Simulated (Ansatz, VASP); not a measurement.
# Two plane-wave programs on Al

```
Al
1.0
     2.85715    0.00000    0.00000
     0.00000    6.99856    0.00000
     0.00000    0.00000   25.72225
Al
14
Direct
  0.50000 0.66040 0.29322
  0.00000 0.33316 0.32478
  0.50000 0.00042 0.35143
  0.00000 0.66655 0.38914
  0.50000 0.33161 0.42033
  0.00000 0.00061 0.45073
  0.50000 0.66865 0.48415
  0.00000 0.33135 0.51585
  0.50000 0.99939 0.54927
  0.00000 0.66839 0.57967
  0.50000 0.33345 0.61086
  0.00000 0.99958 0.64857
  0.50000 0.66684 0.67522
  0.00000 0.33960 0.70678
```

Alike in both runs: functional PBE; k mesh 12 × 5 × 1; occupations gaussian, width 0.1 eV; no spin polarisation.

Ansatz relaxed the structure, and its values are those at the end. VASP's run is a single point on that final structure, the one shown.

```csv
,VASP,Ansatz
version,VASP 6.6.1,Ansatz 0.2.0
potentials or method,"VASP PAW PBE potentials, release 64 (Al), cutoff 400 eV","scalar-relativistic, plane waves, PAW"
valence electrons in the cell,42,42
```

|  | VASP | Ansatz | Ansatz less VASP |
| --- | --- | --- | --- |
| gap on the k mesh at the Fermi level (eV) | none | none | - |
| rms of the force components (eV/Å) | 0.004 | 0.004 | -0.0001 |

A gap of «none» marks a metal or a gap that the smearing closes.
